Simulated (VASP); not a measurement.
# Se (Cmmm) in VASP: further runs

The runs below take Se through single point, with PBE+D3(BJ).

Program: VASP 6.6.1. These are calculated values, not measurements. Logs are shortened: lines on timing, memory, paths and dates and some standing lists are left out, and cuts for length are marked.

**1. The cell of the first run**

Symmetry: Cmmm, No. 65, orthorhombic system. Conventional cell: a = 3.915 Å, b = 4.034 Å, c = 2.811 Å, α = 90.00°, β = 90.00°, γ = 90.00°. Se (site symmetry mmm) has 6 Se at 2.81 Å within 3.7 Å.

**2. Single point, PBE+D3(BJ) (strain +0.0300 x Voigt [0, 0, 0, 1, 0, 0])**

Input file INCAR:

```
SYSTEM = Se
  PREC = Accurate
  ENCUT = 520
  EDIFF = 1E-6
  ISMEAR = 0
  SIGMA = 0.15
  LREAL = .FALSE.
  LASPH = .TRUE.
  NELM = 60
  ALGO = Normal
  ISIF = 2
  LWAVE = .FALSE.
  LCHARG = .TRUE.
  GGA = PE
  IVDW = 12
  LELF = .TRUE.
  LVHAR = .TRUE.
  NBANDS = 9
```

Input file KPOINTS:

```
regular mesh
0
G
  16 16 16
  0 0 0
```

Input file POSCAR:

```
Se
1.0
    2.8105630200      0.0000000000      0.0000000000
    0.0000000000      2.8105630200      0.0421584453
    0.0000000000      0.0421584453      2.8105630200
Se
1
Direct
    0.0000000000      0.0000000000      0.0000000000
```

Potentials or basis: VASP PAW PBE potentials, release 64 (Se).

Run with:

```sh
$ cat potpaw_PBE.64/Se/POTCAR > POTCAR
$ mpirun -np 1 vasp_std > vasp.out
```

OUTCAR:

```text
SYSTEM = Se
   PREC = Accurate
   ENCUT = 520
   EDIFF = 1E-6
   ISMEAR = 0
   LREAL = .FALSE.
   LASPH = .TRUE.
   NELM = 60
   ISIF = 2
   GGA = PE
   IVDW = 12
 IVDW          = 12

 ion  position               nearest neighbor table
   1  0.000  0.000  0.000-

  LATTYP: Found a base centered orthorhombic cell.
 ALAT       =     3.9151152957
 B/A-ratio  =     1.0304568528
 C/A-ratio  =     0.7178749048

  Lattice vectors:

 A1 = (   0.0000000000,  -0.0421584453,  -2.8105630200)
 A2 = (   0.0000000000,   2.8105630200,   0.0421584453)
 A3 = (   2.8105630200,   0.0000000000,   0.0000000000)

Analysis of symmetry for initial positions (statically):
=====================================================================
 Subroutine PRICEL returns:
 Original cell was already a primitive cell.

 Routine SETGRP: Setting up the symmetry group for a
 base centered orthorhombic supercell.

 Subroutine GETGRP returns: Found  8 space group operations
 (whereof  8 operations were pure point group operations)
 out of a pool of  8 trial point group operations.

The static configuration has the point symmetry D_2h.

Analysis of symmetry for dynamics (positions and initial velocities):
=====================================================================
 Subroutine PRICEL returns:
 Original cell was already a primitive cell.

 Routine SETGRP: Setting up the symmetry group for a
 base centered orthorhombic supercell.

 Subroutine GETGRP returns: Found  8 space group operations
 (whereof  8 operations were pure point group operations)
 out of a pool of  8 trial point group operations.

The dynamic configuration has the point symmetry D_2h.

 Subroutine INISYM returns: Found  8 space group operations
 (whereof  8 operations are pure point group operations),
 and found     1 'primitive' translations

----------------------------------------------------------------------------------------

                                     Primitive cell

  volume of cell :      22.1964

  direct lattice vectors                    reciprocal lattice vectors
     2.810563020  0.000000000  0.000000000     0.355800597  0.000000000  0.000000000
     0.000000000  2.810563020  0.042158445     0.000000000  0.355880670 -0.005338210
     0.000000000  0.042158445  2.810563020     0.000000000 -0.005338210  0.355880670

  length of vectors
     2.810563020  2.810879191  2.810879191     0.355800597  0.355920704  0.355920704

[... 81 lines left out ...]
   NSW    =      0    number of steps for IOM
   IBRION =     -1    ionic relax: 0-MD 1-quasi-New 2-CG
   NFREE  =      0    steps in history (QN), initial steepest desc. (CG)
   ISIF   =      2    stress and relaxation
   ISYM   =      2    0-nonsym 1-usesym 2-fastsym
   POTIM  = 0.5000    time-step for ionic-motion
   TEBEG  =    0.0;   TEEND  =   0.0 temperature during run
   PSTRESS=    0.0 pullay stress
   NELECT =       6.0000    total number of electrons
   NUPDOWN=      -1.0000    fix difference up-down
   EMIN   =  10.00;   EMAX   =-10.00  energy-range for DOS
   EFERMI =   0.00;   METHOD = LEGACY
   ISMEAR =     0;   SIGMA  =   0.15  broadening in eV -4-tet -1-fermi 0-gaus
   EFERMI_NEDOS =   21; number of points for ismear=-14 and -15
   IALGO  =     38    algorithm
   IMIX   =      4    mixing-type and parameters
     AMIX     =   0.40;   BMIX     =  1.00
     AMIX_MAG =   1.60;   BMIX_MAG =  1.00
  volume/ion in A,a.u.               =      22.20       149.79
  Fermi-wavevector in a.u.,A,eV,Ry     =   1.058517  2.000307 15.244759  1.120458
  Thomas-Fermi vector in A             =   2.193829
   LORBIT       =      0    0 simple, 1 ext, 2 COOP (PROOUT), +10 PAW based schemes
   GGA     = PE    functional components
   LHFCALC =     F    Hartree Fock is set to
   AEXX    =    0.0000 exact exchange contribution
   IVDW    =    12    specifies the selected vdW correction
   LEPSILON=     F    determine dielectric tensor
   LRPA    =     F    only Hartree local field effects (RPA)
 non-spin polarized calculation
 Gauss-broadening in eV      SIGMA  =   0.15
  energy-cutoff  :      520.00
  volume of cell :       22.20
 maximum number of plane-waves:       614
 NGX is ok and might be reduce to    24
   NGX = 11   NGY = 11   NGZ = 11

 number of electron       6.0000000 magnetization

 Free energy of the ion-electron system (eV)
  ---------------------------------------------------
  ext. energy  EPLUGINS =         0.00000000
  ---------------------------------------------------
  free energy    TOTEN  =        -3.32775198 eV

  energy without entropy =       -3.32211940  energy(sigma->0) =       -3.32493569

 E-fermi :   4.8433     XC(G=0):  -9.9987

 val. band max:        4.8423393211   @ k =   0.2500  -0.3750   0.1875
 cond. band min:       4.8652059393   @ k =   0.1875  -0.1250   0.1250
 fundamental gap:      0.0228666182
 Fermi energy:         4.8432586632

 k-point     1 :       0.0000    0.0000    0.0000
  band No.  band energies     occupation
      1     -11.2815      2.00000
      2       6.2591      0.00000
      3       6.3330      0.00000
      4       6.4176      0.00000
      5      12.6501      0.00000
      6      12.6619      0.00000
      7      12.8806      0.00000
      8      27.1398      0.00000
      9      27.2184      0.00000
[... 265 lines left out ...]
 k-point    24 :       0.3125    0.1250    0.0000
  band No.  band energies     occupation
      1      -9.7930      2.00000
      2       0.1186      2.00000
      3       5.3799      0.00000
      4       7.4372      0.00000
      5      14.3794      0.00000
      6      15.6519      0.00000
      7      17.8317      0.00000
      8      20.4362      0.00000
      9      21.2005      0.00000

 [... further k-points ...]

------------------------ aborting loop because EDIFF is reached ----------------------------------------

 Edisp (eV)   -0.39536

 E8    (eV) :    -0.1634

  FORCE on cell =-STRESS in cart. coord.  units (eV):
  Direction    XX          YY          ZZ          XY          YZ          ZX
  --------------------------------------------------------------------------------------
  -------------------------------------------------------------------------------------
  Total      -0.18677    -0.18639    -0.18639     0.00000    -0.03763     0.00000
  in kB     -13.48142   -13.45422   -13.45422     0.00000    -2.71596     0.00000
  external pressure =      -13.46 kB  Pullay stress =        0.00 kB

 VOLUME and BASIS-vectors are now :
 -----------------------------------------------------------------------------
  energy-cutoff  :      520.00
  volume of cell :       22.20
      direct lattice vectors                 reciprocal lattice vectors
     2.810563020  0.000000000  0.000000000     0.355800597  0.000000000  0.000000000
     0.000000000  2.810563020  0.042158445     0.000000000  0.355880670 -0.005338210
     0.000000000  0.042158445  2.810563020     0.000000000 -0.005338210  0.355880670

 POSITION                                       TOTAL-FORCE (eV/Angst)
 -----------------------------------------------------------------------------------
      0.00000      0.00000      0.00000         0.000000     -0.000000      0.000000
 -----------------------------------------------------------------------------------
    total drift:                                0.000000      0.000000      0.000000

  FREE ENERGIE OF THE ION-ELECTRON SYSTEM (eV)
  ---------------------------------------------------
  free  energy   TOTEN  =        -3.7231127440 eV

  energy  without entropy=       -3.7174801619  energy(sigma->0) =       -3.72029645
```

OSZICAR:

```text
N       E                     dE             d eps       ncg     rms          rms(c)
DAV:   1     0.973305766589E+01    0.97331E+01   -0.28657E+03 11874   0.566E+02
DAV:   2    -0.302125305015E+01   -0.12754E+02   -0.12189E+02 16117   0.761E+01
DAV:   3    -0.332140011883E+01   -0.30015E+00   -0.29674E+00 13913   0.109E+01
DAV:   4    -0.332202972379E+01   -0.62960E-03   -0.62928E-03 16538   0.566E-01
DAV:   5    -0.332203028845E+01   -0.56465E-06   -0.56450E-06 14082   0.140E-02    0.379E+00
DAV:   6    -0.332532143514E+01   -0.32911E-02   -0.69038E-04 13880   0.196E-01    0.227E+00
DAV:   7    -0.332768683326E+01   -0.23654E-02   -0.16466E-03 12433   0.301E-01    0.481E-02
DAV:   8    -0.332774692836E+01   -0.60095E-04   -0.73972E-05 13763   0.595E-02    0.675E-03
DAV:   9    -0.332775121477E+01   -0.42864E-05   -0.36725E-06 13695   0.128E-02    0.367E-03
DAV:  10    -0.332775198381E+01   -0.76904E-06   -0.17154E-06 12565   0.717E-03
   1 F= -.37231127E+01 E0= -.37202965E+01  d E =-.563258E-02
```

stdout:

```text
POSCAR found type information on POSCAR Se
 POSCAR found :  1 types and       1 ions
 scaLAPACK will be used
 LDA part: xc-table for (Slater+PW92), standard interpolation
 POSCAR, INCAR and KPOINTS ok, starting setup
 FFT: planning ... GRIDC
 FFT: planning ... GRID_SOFT
 FFT: planning ... GRID
 WAVECAR not read
 entering main loop
```

Run time: 37 s. Hardware: 1 thread of Intel Xeon Platinum 8559C (Emerald Rapids), shared host; peak memory 0.25 GiB.

Results:

```
Free energy                : -3.7231 eV
Pressure                   : -1.3 GPa
Band gap on the k mesh     : zero (band 3 reaches 7.77 eV, above the bottom of band 4 at 1.69 eV)
Dispersion energy per atom : -0.395 eV
```

Stress tensor (GPa, compression positive):
```
-1.35  0.00  0.00
 0.00 -1.35 -0.27
 0.00 -0.27 -1.35
```

Levels at points of the mesh, in eV from the Fermi level:
```
           k point  band 1  band 2  band 3  band 4  band 5  band 6  band 7
(0.00, 0.00, 0.00)  -16.12    1.42    1.49    1.57    7.81    7.82    8.04
(0.50, 0.00, 0.00)  -14.00   -7.03    2.87    3.03   10.01   11.76   12.68
(0.00, 0.50, 0.00)  -14.00   -7.02    2.93    2.95    9.97   11.69   12.70
(0.50, 0.50, 0.00)  -11.88   -5.06   -5.06    2.92    4.26   13.48   15.85
(0.00, 0.50, 0.50)  -11.88   -5.22   -4.88    2.93    4.27   13.56   15.70
(0.50, 0.50, 0.50)   -9.71   -3.48   -3.32   -3.15    5.65    5.87    6.08
```

Caveat: the cell differs from its parent crystal (strain +0.0300 x Voigt [0, 0, 0, 1, 0, 0]); pairwise dispersion overbinds metals, which lowers pressure and volume.

**3. Single point, PBE+D3(BJ) (strain -0.0200 x Voigt [0, 0, 0, 1, 0, 0])**

Input file INCAR:

```
SYSTEM = Se
  PREC = Accurate
  ENCUT = 520
  EDIFF = 1E-6
  ISMEAR = 0
  SIGMA = 0.15
  LREAL = .False.
  LASPH = .True.
  NELM = 80
  ALGO = Normal
  ISIF = 2
  LWAVE = .False.
  LCHARG = .False.
  GGA = PE
  IVDW = 12
  NBANDS = 9
```

Input file KPOINTS:

```
regular mesh
0
Gamma
  16 16 16
  0 0 0
```

Input file POSCAR:

```
Se
1.0
    2.8105630200      0.0000000000      0.0000000000
    0.0000000000      2.8105630200     -0.0281056302
    0.0000000000     -0.0281056302      2.8105630200
Se
1
Direct
    0.0000000000      0.0000000000      0.0000000000
```

Potentials or basis: VASP PAW PBE potentials, release 64 (Se).

Run with:

```sh
$ cat potpaw_PBE.64/Se/POTCAR > POTCAR
$ mpirun -np 1 vasp_std > vasp.out
```

Wall time 33 s (1 thread of Intel Xeon Platinum 8559C (Emerald Rapids), shared host); peak memory 0.25 GiB.

The run converged. Its results:

* Free energy: -3.7234 eV
* Pressure: -1.3 GPa
* Band gap on the k mesh: zero (band 3 reaches 7.78 eV, above the bottom of band 4 at 1.63 eV)
* Dispersion energy per atom: -0.395 eV

Stress tensor (GPa, compression positive):
```
-1.34  0.00  0.00
 0.00 -1.34  0.19
 0.00  0.19 -1.34
```

Levels at points of the mesh, in eV from the Fermi level:
```csv
k point,band 1,band 2,band 3,band 4,band 5,band 6
"(0.00, 0.00, 0.00)",-16.13,1.44,1.49,1.54,7.81,7.81
"(0.50, 0.00, 0.00)",-14.00,-7.03,2.90,3.00,10.00,11.76
"(0.00, 0.50, 0.00)",-14.00,-7.03,2.94,2.95,9.99,11.72
"(0.50, 0.50, 0.00)",-11.88,-5.06,-5.06,2.92,4.26,13.53
"(0.00, 0.50, 0.50)",-11.88,-5.17,-4.94,2.93,4.27,13.56
"(0.50, 0.50, 0.50)",-9.71,-3.42,-3.32,-3.21,5.72,5.87
```

Caveat: the cell differs from its parent crystal (strain -0.0200 x Voigt [0, 0, 0, 1, 0, 0]); pairwise dispersion overbinds metals, which lowers pressure and volume.

(Part 1 of 2 ends here.)
